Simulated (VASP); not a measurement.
Input of a VASP 6.6.1 run:

The input POSCAR:

```
InGaAs2
1.0
    4.1959941197      0.0000000000      0.0000000000
    0.0000000000      4.1959941197      0.0000000000
    0.0000000000      0.0000000000      5.7446335480
In Ga As
1 1 2
Direct
    0.0000000000      0.0000000000      0.5000000000
    0.5000000000      0.5000000000      0.0000000000
    0.5000000000      0.0000000000      0.7702890297
    0.0000000000      0.5000000000      0.2297109703
```

Contents of INCAR.step1:

```
PREC = Accurate
ENCUT = 520
ISMEAR = 0
SIGMA = 0.01
LREAL = False
LASPH = True
NELM = 80
NBANDS = 26
GGA = PE
ALGO = Normal
EDIFF = 1E-4
LWAVE = True
LCHARG = False
```

The input INCAR.step2:

```
PREC = Accurate
ENCUT = 520
EDIFF = 1E-6
ISMEAR = 0
SIGMA = 0.01
LREAL = False
LASPH = True
NELM = 80
ALGO = Normal
ISIF = 2
LWAVE = False
LCHARG = True
METAGGA = R2SCAN
LMIXTAU = True
LELF = True
LVHAR = True
NBANDS = 26
ISTART = 1
```

KPOINTS

```
regular mesh
0
Gamma
  8 8 6
```

Potentials or basis: VASP PAW PBE potentials, release 64 (In_d, Ga_d, As).

Launch:

```sh
$ cat potpaw_PBE.64/In_d/POTCAR potpaw_PBE.64/Ga_d/POTCAR potpaw_PBE.64/As/POTCAR > POTCAR
$ cp INCAR.step1 INCAR
$ mpirun -np 1 vasp_std > vasp.out
$ cp INCAR.step2 INCAR
$ mpirun -np 1 vasp_std > vasp.out
```

(1) Predict the pressure.

(2) What does it give for the band gap on the k mesh?

(3) What does it give for the largest force?

Results:

(1) 0.7 GPa.

(2) 0.39 eV.

(3) 0.005 eV/Å.

Caveat: the cell differs from its parent crystal (uniaxial strain along c: -3.0 %, then relaxed in part); semilocal functionals underestimate gaps, and a narrow one can read as zero; the PAW data sets were made with another functional, which shifts forces and pressure a little; spin-orbit coupling is left out, which moves the levels of the heavy elements.
